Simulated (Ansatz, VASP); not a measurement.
**W: VASP beside Ansatz**

```
W
1.0
     0.00000    2.03761    2.03761
     2.03000    0.00761    2.03000
     2.03000    2.03000    0.00761
W
1
Direct
  0.00000 0.00000 0.00000
```

Change from the starting cell: strain +0.0075 x Voigt [0, 0, 0, 1, 0, 0], atoms carried along.

Alike in both runs: task single point; functional PBEsol; k mesh 20 × 20 × 20; occupations gaussian, width 0.15 eV; no spin polarisation.

|  | VASP | Ansatz |
| --- | --- | --- |
| version | VASP 6.6.1 | Ansatz 0.2.0 |
| potentials or method | VASP PAW PBE potentials, release 64 (W_sv), cutoff 520 eV | scalar-relativistic, plane waves, PAW |
| valence electrons in the cell | 14 | 14 |

|  | VASP | Ansatz | Ansatz less VASP |
| --- | --- | --- | --- |
| gap on the k mesh at the Fermi level (eV) | none | none | - |
| pressure (GPa) | -12.2 | -12.6 | -0.43 |
| traceless stress, the component that is largest in VASP (GPa) | 1.15 | 1.13 | -0.016 |

VASP's potentials were made for PBE, not for PBEsol. A gap of «none» marks a metal or a gap that the smearing closes. The functional is the same, so the differences come from potentials, cutoffs and numerics.

Neither program's run includes spin-orbit coupling.
